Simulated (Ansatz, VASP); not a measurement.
# InO: VASP beside Ansatz

```
In O
1.0
     5.49771    0.00000    0.00000
    -2.74886    4.76116    0.00000
     0.00000    0.00000    4.34303
In O
3 3
Direct
  0.50000 0.00000 0.00000
  0.00000 0.50000 0.00000
  0.50000 0.50000 0.00000
  0.33333 0.66667 0.00000
  0.66667 0.33333 0.00000
  0.00000 0.00000 0.00000
```

Alike in both runs: task single point; functional PBE; k mesh 6 × 6 × 4; occupations gaussian, width 0.1 eV; collinear spin.

|  | VASP | Ansatz |
| --- | --- | --- |
| version | VASP 6.6.1 | Ansatz 0.2.0 |
| potentials or method | VASP PAW PBE potentials, release 64 (In_d, O), cutoff 520 eV | scalar-relativistic, plane waves, PAW |
| valence electrons in the cell | 57 | 57 |

```csv
,VASP,Ansatz,Ansatz less VASP
gap on the k mesh at the Fermi level (eV),none,none,-
net moment per atom (μB),0.00,0.00,0.000
```

A gap of «none» marks a metal or a gap that the smearing closes. With one functional, cell and mesh, what is left measures potentials, basis and numerics. Ansatz's warnings: seeded moment not kept.

The k mesh is coarse, so the values compare programs but aren't converged.
